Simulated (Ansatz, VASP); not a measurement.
**LiH in VASP and in Ansatz**

```
Li H
1.0
     0.00000    1.96146    1.96146
     1.96146    0.00000    1.96146
     1.96146    1.96146    0.00000
Li H
1 1
Direct
  0.00000 0.00000 0.00000
  0.50000 0.50000 0.50000
```

Alike in both runs: task single point; functional r2SCAN; k mesh 10 × 10 × 10; occupations gaussian, width 0.02 eV; no spin polarisation.

```csv
,VASP,Ansatz
version,VASP 6.6.1,Ansatz 0.2.0
potentials or method,"VASP PAW PBE potentials, release 64 (Li_sv, H), cutoff 520 eV","scalar-relativistic, plane waves, PAW"
valence electrons in the cell,4,4
```

Ansatz gave:

```
gap on the k mesh at the Fermi level (eV) : 3.59
least direct gap on the mesh (eV)         : 3.59
```

Task: Which values does VASP return?

Result: gap on the k mesh at the Fermi level (eV): 3.54; least direct gap on the mesh (eV): 3.54.

VASP's potentials were made for PBE, not for r2SCAN.

Noted on VASP's run: the cutoff is short for stress, so the pressure is rough.
